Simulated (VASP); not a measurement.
# In2Sb3O (P-4m2) in VASP: a series of runs

The runs below take In2Sb3O through single point, with PBE.

Everything below comes from runs of VASP 6.6.1. Logs are shortened: lines on timing, memory, paths and dates and some standing lists are left out, and cuts for length are marked.

## (1) The cell of the first run

The structure is tetragonal, space group P-4m2 (No. 115). The conventional cell has a = 3.801 Å, b = 3.801 Å, c = 10.934 Å, α = 90.00°, β = 90.00°, γ = 90.00°. Within 3.0 Å of In (site symmetry 2mm) lie 2 O at 2.28 Å. Within 4.0 Å of Sb (site symmetry 2mm) lie 2 In at 3.05 Å and 9 Sb at 3.25 to 3.80 Å. Sb (site symmetry -4m2) has 12 Sb at 3.25 to 3.80 Å within 4.3 Å. Within 3.0 Å of O (site symmetry -4m2) lie 4 In at 2.28 Å.

## (2) Single point, PBE

The input, INCAR:

```
SYSTEM = In2Sb3O
PREC = Accurate ; ENCUT = 520
EDIFF = 1E-6 ; ISMEAR = 0
SIGMA = 0.2 ; LREAL = .FALSE.
LASPH = .TRUE. ; NELM = 60
ALGO = Normal ; ISIF = 2
LWAVE = .FALSE. ; LCHARG = .TRUE.
GGA = PE ; LELF = .TRUE.
LVHAR = .TRUE. ; NBANDS = 32
```

The input, KPOINTS:

```
Automatic mesh
0
G
  4 4 2
  0 0 0
```

The input, POSCAR:

```
In2Sb3O
1.0
    3.8009330606      0.0000000000      0.0000000000
    0.0000000000      3.8009330606      0.0000000000
    0.0000000000      0.0000000000     10.9343488893
In Sb O
2 3 1
Direct
    0.5000000000      0.0000000000      0.8847901212
    0.0000000000      0.5000000000      0.1152098788
    0.5000000000      0.5000000000      0.3333663194
    0.5000000000      0.5000000000      0.6666336806
    0.0000000000      0.0000000000      0.5000000000
    0.0000000000      0.0000000000      0.0000000000
```

Potentials or basis: VASP PAW PBE potentials, release 64 (In_d, Sb, O).

Command:

```sh
cat potpaw_PBE.64/In_d/POTCAR potpaw_PBE.64/Sb/POTCAR potpaw_PBE.64/O/POTCAR > POTCAR
mpirun -np 1 vasp_std > vasp.out
```

OUTCAR:

```text
SYSTEM = In2Sb3O
   PREC = Accurate
   ENCUT = 520
   EDIFF = 1E-6
   ISMEAR = 0
   LREAL = .FALSE.
   LASPH = .TRUE.
   NELM = 60
   ISIF = 2
   GGA = PE

 ion  position               nearest neighbor table
   1  0.500  0.000  0.885-   6 2.28   6 2.28   4 3.05   4 3.05   2 3.68   2 3.68   2 3.68   2 3.68

   2  0.000  0.500  0.115-   6 2.28   6 2.28   3 3.05   3 3.05   1 3.68   1 3.68   1 3.68   1 3.68

   3  0.500  0.500  0.333-   2 3.05   2 3.05   5 3.25   5 3.25   5 3.25   5 3.25   4 3.64
   4  0.500  0.500  0.667-   1 3.05   1 3.05   5 3.25   5 3.25   5 3.25   5 3.25   3 3.64
   5  0.000  0.000  0.500-   3 3.25   4 3.25   3 3.25   4 3.25   3 3.25   4 3.25   3 3.25   4 3.25

   6  0.000  0.000  0.000-   1 2.28   2 2.28   2 2.28   1 2.28

  LATTYP: Found a simple tetragonal cell.
 ALAT       =     3.8009330606
 C/A-ratio  =     2.8767538694

  Lattice vectors:

 A1 = (   3.8009330606,   0.0000000000,   0.0000000000)
 A2 = (   0.0000000000,   3.8009330606,   0.0000000000)
 A3 = (   0.0000000000,   0.0000000000,  10.9343488893)

Analysis of symmetry for initial positions (statically):
=====================================================================
 Subroutine PRICEL returns:
 Original cell was already a primitive cell.

 Routine SETGRP: Setting up the symmetry group for a
 simple tetragonal supercell.

 Subroutine GETGRP returns: Found  8 space group operations
 (whereof  8 operations were pure point group operations)
 out of a pool of 16 trial point group operations.

The static configuration has the point symmetry D_2d.

Analysis of symmetry for dynamics (positions and initial velocities):
=====================================================================
 Subroutine PRICEL returns:
 Original cell was already a primitive cell.

 Routine SETGRP: Setting up the symmetry group for a
 simple tetragonal supercell.

 Subroutine GETGRP returns: Found  8 space group operations
 (whereof  8 operations were pure point group operations)
 out of a pool of 16 trial point group operations.

The dynamic configuration has the point symmetry D_2d.

 Subroutine INISYM returns: Found  8 space group operations
 (whereof  8 operations are pure point group operations),
 and found     1 'primitive' translations

----------------------------------------------------------------------------------------

                                     Primitive cell

  volume of cell :     157.9695

  direct lattice vectors                    reciprocal lattice vectors
     3.800933061  0.000000000  0.000000000     0.263093294  0.000000000  0.000000000
     0.000000000  3.800933061  0.000000000     0.000000000  0.263093294  0.000000000
     0.000000000  0.000000000 10.934348889     0.000000000  0.000000000  0.091454920

  length of vectors
     3.800933061  3.800933061 10.934348889     0.263093294  0.263093294  0.091454920

  position of ions in fractional coordinates (direct lattice)
     0.500000000  0.000000000  0.884790121
     0.000000000  0.500000000  0.115209879
     0.500000000  0.500000000  0.333366319
     0.500000000  0.500000000  0.666633681
     0.000000000  0.000000000  0.500000000
     0.000000000  0.000000000  0.000000000

  ion indices of the primitive-cell ions
   primitive index   ion index
                 1           1
                 2           2
                 3           3
                 4           4
                 5           5
                 6           6

----------------------------------------------------------------------------------------

 KPOINTS: Automatic mesh

Automatic generation of k-mesh.
 Grid dimensions read from file:
 generate k-points for:    4    4    2

 Generating k-lattice:

  Cartesian coordinates                     Fractional coordinates (reciprocal lattice)
     0.065773324  0.000000000  0.000000000     0.250000000  0.000000000  0.000000000
     0.000000000  0.065773324  0.000000000     0.000000000  0.250000000  0.000000000
     0.000000000  0.000000000  0.045727460     0.000000000  0.000000000  0.500000000

  Length of vectors
     0.065773324  0.065773324  0.045727460

  Shift w.r.t. Gamma in fractional coordinates (k-lattice)
     0.000000000  0.000000000  0.000000000

 Subroutine IBZKPT returns following result:
 ===========================================

 Found     12 irreducible k-points:

 Following reciprocal coordinates:
            Coordinates               Weight
  0.000000  0.000000  0.000000      1.000000
  0.250000  0.000000  0.000000      4.000000
  0.500000  0.000000  0.000000      2.000000
  0.250000  0.250000  0.000000      4.000000
  0.500000  0.250000  0.000000      4.000000
  0.500000  0.500000  0.000000      1.000000
  0.000000  0.000000  0.500000      1.000000
  0.250000  0.000000  0.500000      4.000000
  0.500000  0.000000  0.500000      2.000000
  0.250000  0.250000  0.500000      4.000000
  0.500000  0.250000  0.500000      4.000000
  0.500000  0.500000  0.500000      1.000000
   k-points           NKPTS =     12   k-points in BZ     NKDIM =     12   number of bands    NBANDS=     32
   number of dos      NEDOS =    301   number of ions     NIONS =      6
   total plane-waves  NPLWV =  65856
   dimension x,y,z NGX =    28 NGY =   28 NGZ =   84
   dimension x,y,z NGXF=    56 NGYF=   56 NGZF=  168
   ions per type =               2   3   1
   NGX,Y,Z   is equivalent  to a cutoff of  12.25, 12.25, 12.77 a.u.
   NGXF,Y,Z  is equivalent  to a cutoff of  24.49, 24.49, 25.54 a.u.
 SYSTEM =  In2Sb3O
   PREC   = accura    normal or accurate (medium, high low for compatibility)
   ISTART =      0    job   : 0-new  1-cont  2-samecut
   ICHARG =      2    charge: 1-file 2-atom 10-const
   ISPIN  =      1    spin polarized calculation?
   LNONCOLLINEAR =      F non collinear calculations
   LSORBIT =      F    spin-orbit coupling
   LASPH  =      T    aspherical Exc in radial PAW
   ENCUT  =  520.0 eV  38.22 Ry    6.18 a.u.   7.07  7.07 20.33*2*pi/ulx,y,z
   NELM   =     60;   NELMIN=  2; NELMDL= -5     # of ELM steps
   EDIFF  = 0.1E-05   stopping-criterion for ELM
   LREAL  =      F    real-space projection
   EDIFFG = 0.1E-04   stopping-criterion for IOM
   NSW    =      0    number of steps for IOM
   IBRION =     -1    ionic relax: 0-MD 1-quasi-New 2-CG
   NFREE  =      0    steps in history (QN), initial steepest desc. (CG)
   ISIF   =      2    stress and relaxation
   ISYM   =      2    0-nonsym 1-usesym 2-fastsym
   POTIM  = 0.5000    time-step for ionic-motion
   TEBEG  =    0.0;   TEEND  =   0.0 temperature during run
   PSTRESS=    0.0 pullay stress
   NELECT =      47.0000    total number of electrons
   NUPDOWN=      -1.0000    fix difference up-down
   EMIN   =  10.00;   EMAX   =-10.00  energy-range for DOS
   EFERMI =   0.00;   METHOD = LEGACY
   ISMEAR =     0;   SIGMA  =   0.20  broadening in eV -4-tet -1-fermi 0-gaus
   EFERMI_NEDOS =   21; number of points for ismear=-14 and -15
   IALGO  =     38    algorithm
   IMIX   =      4    mixing-type and parameters
     AMIX     =   0.40;   BMIX     =  1.00
     AMIX_MAG =   1.60;   BMIX_MAG =  1.00
  volume/ion in A,a.u.               =      26.33       177.67
  Fermi-wavevector in a.u.,A,eV,Ry     =   1.092906  2.065294 16.251405  1.194445
  Thomas-Fermi vector in A             =   2.229181
   LORBIT       =      0    0 simple, 1 ext, 2 COOP (PROOUT), +10 PAW based schemes
   GGA     = PE    functional components
   LHFCALC =     F    Hartree Fock is set to
   AEXX    =    0.0000 exact exchange contribution
   IVDW    =     0    specifies the selected vdW correction
   LEPSILON=     F    determine dielectric tensor
   LRPA    =     F    only Hartree local field effects (RPA)
 non-spin polarized calculation
 Gauss-broadening in eV      SIGMA  =   0.20
  energy-cutoff  :      520.00
  volume of cell :      157.97
 maximum number of plane-waves:      4296
   NGX = 15   NGY = 15   NGZ = 41

 number of electron      46.9999986 magnetization

 Free energy of the ion-electron system (eV)
  ---------------------------------------------------
  ext. energy  EPLUGINS =         0.00000000
  ---------------------------------------------------
  free energy    TOTEN  =       -23.92669597 eV

  energy without entropy =      -23.88658275  energy(sigma->0) =      -23.90663936

 E-fermi :   6.7511     XC(G=0):  -9.6079

 val. band max:        6.7454415817   @ k =   0.5000   0.0000   0.5000
 cond. band min:       6.8151455498   @ k =   0.5000   0.0000   0.0000
 fundamental gap:      0.0697039681
 Fermi energy:         6.7511041829

 k-point     1 :       0.0000    0.0000    0.0000
  band No.  band energies     occupation
      1     -12.3514      2.00000
      2      -8.1424      2.00000
      3      -8.1103      2.00000
      4      -8.1103      2.00000
      5      -8.0825      2.00000
      6      -8.0252      2.00000
[... 24 lines left out ...]
     31      11.5103      0.00000
     32      12.0866      0.00000

 k-point     2 :       0.2500    0.0000    0.0000
  band No.  band energies     occupation
      1     -12.3285      2.00000
      2      -8.1284      2.00000
      3      -8.1141      2.00000
      4      -8.1031      2.00000
      5      -8.0541      2.00000
      6      -8.0392      2.00000
[... 24 lines left out ...]
     31      11.1373      0.00000
     32      12.1023      0.00000
[... 313 lines left out ...]
     31      10.8554      0.00000
     32      11.1404      0.00000

 k-point    12 :       0.5000    0.5000    0.5000
  band No.  band energies     occupation
      1     -12.2679      2.00000
      2      -8.1690      2.00000
      3      -8.0890      2.00000
      4      -8.0890      2.00000
      5      -8.0497      2.00000
      6      -7.9905      2.00000
[... 24 lines left out ...]
     31       9.6254      0.00000
     32       9.9433      0.00000

------------------------ aborting loop because EDIFF is reached ----------------------------------------

  FORCE on cell =-STRESS in cart. coord.  units (eV):
  Direction    XX          YY          ZZ          XY          YZ          ZX
  --------------------------------------------------------------------------------------
  -------------------------------------------------------------------------------------
  Total       -0.0260587     -0.0260587      0.0636665      0.0000000      0.0000000      0.0000000
  in kB       -0.2642960     -0.2642960      0.6457262      0.0000000      0.0000000      0.0000000
  external PRESSURE =       0.0390447 kB  Pullay stress =       0.0000000 kB

 VOLUME and BASIS-vectors are now :
 -----------------------------------------------------------------------------
  energy-cutoff  :      520.00
  volume of cell :      157.97
      direct lattice vectors                 reciprocal lattice vectors
     3.800933061  0.000000000  0.000000000     0.263093294  0.000000000  0.000000000
     0.000000000  3.800933061  0.000000000     0.000000000  0.263093294  0.000000000
     0.000000000  0.000000000 10.934348889     0.000000000  0.000000000  0.091454920

 POSITION                                       TOTAL-FORCE (eV/Angst)
 -----------------------------------------------------------------------------------
      1.90047      0.00000      9.67460        -0.000000     -0.000000     -0.018172
      0.00000      1.90047      1.25975         0.000000     -0.000000      0.018172
      1.90047      1.90047      3.64514        -0.000000      0.000000      0.025551
      1.90047      1.90047      7.28921        -0.000000     -0.000000     -0.025551
      0.00000      0.00000      5.46717        -0.000000     -0.000000      0.000000
      0.00000      0.00000      0.00000        -0.000000     -0.000000      0.000000
 -----------------------------------------------------------------------------------
    total drift:                                0.000000      0.000000      0.000000

  FREE ENERGIE OF THE ION-ELECTRON SYSTEM (eV)
  ---------------------------------------------------
  free  energy   TOTEN  =       -23.9266959741 eV

  energy  without entropy=      -23.8865827520  energy(sigma->0) =      -23.90663936
```

It took 61 s on 1 thread of Intel Xeon 6975P-C, shared host; peak memory 0.27 GiB.

Results:

| Item | Value |
| --- | --- |
| Free energy | -23.9267 eV |
| Pressure | 0.0 GPa |
| Largest force | 0.026 eV/Å |

Forces in eV/Å, atoms in the order of the input:
```
In   0.000  0.000 -0.018
In   0.000  0.000  0.018
Sb   0.000  0.000  0.026
Sb   0.000  0.000 -0.026
Sb   0.000  0.000  0.000
O    0.000  0.000  0.000
```

Stress tensor (GPa, compression positive):
```
-0.03  0.00  0.00
 0.00 -0.03  0.00
 0.00  0.00  0.06
```

Levels at points of the mesh, in eV from the Fermi level:
```tsv
k point	band 19	band 20	band 21	band 22	band 23	band 24	band 25	band 26	band 27	band 28
(0.00, 0.00, 0.00)	-2.78	-1.51	-1.51	-1.09	0.44	0.59	0.59	2.75	3.13	3.14
(0.50, 0.00, 0.00)	-4.02	-3.24	-2.51	-0.30	0.06	0.78	0.89	0.92	1.53	2.44
(0.50, 0.50, 0.00)	-4.74	-3.21	-3.21	-2.96	-1.41	-0.78	-0.70	-0.70	0.52	1.78
(0.00, 0.00, 0.50)	-2.16	-1.53	-1.53	-1.50	0.63	0.63	1.04	1.25	3.06	3.06
(0.50, 0.00, 0.50)	-4.02	-2.52	-1.87	-1.28	-0.01	0.79	0.89	1.51	1.75	2.28
(0.50, 0.50, 0.50)	-4.74	-3.13	-3.13	-2.54	-1.83	-1.46	-0.85	-0.85	1.93	1.93
```

Caveat: the k points lie up to 0.41 Å⁻¹ apart; spin-orbit coupling is left out, which moves the levels of the heavy elements; an odd number of electrons without spin polarisation forces a metal; a magnetic or distorted state may lie lower.

(Part 1 of 2 ends here.)
